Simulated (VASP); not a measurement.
Crystal: CoSi2.

```
Co Si
1.0
     0.00000    2.64398    2.64398
     2.64398    0.00000    2.64398
     2.64398    2.64398    0.00000
Co Si
1 2
Cartesian
  0.0000 0.0000 0.0000
  1.3220 1.3220 1.3220
  3.9660 3.9660 3.9660
```

Base run:

```yaml
Program: VASP 6.6.1
Functional: PBE
Potentials_or_basis: VASP PAW PBE potentials, release 64 (Co, Si)
Cutoff: 520 eV
k_mesh: 14 × 14 × 14
Occupations: gaussian, width 0.15 eV
Spin: collinear spin, ferromagnetic start
Starting_moments: "[0.825, 0.0, 0.0] μB"
Fixed_moment: 0.825 μB
```

Its results: pressure 10.3 GPa; site moments Co +0.50; Si +0.07 μB.

Question: After a change of settings the same cell gave: pressure 16.2 GPa; site moments Co +0.87; Si +0.11 μB. Which change was it?
A. fixed moment from 0.825 μB to 1.925 μB; moments at the start from [0.82, 0.0, 0.0] to [1.92, 0.0, 0.0]
B. fixed moment from 0.825 μB to 1.375 μB; moments at the start from [0.82, 0.0, 0.0] to [1.38, 0.0, 0.0]
C. fixed moment from 0.825 μB to 0.275 μB; moments at the start from [0.82, 0.0, 0.0] to [0.28, 0.0, 0.0]

Answer: B.

Caveats: the total moment is fixed, so each spin has its own Fermi level.
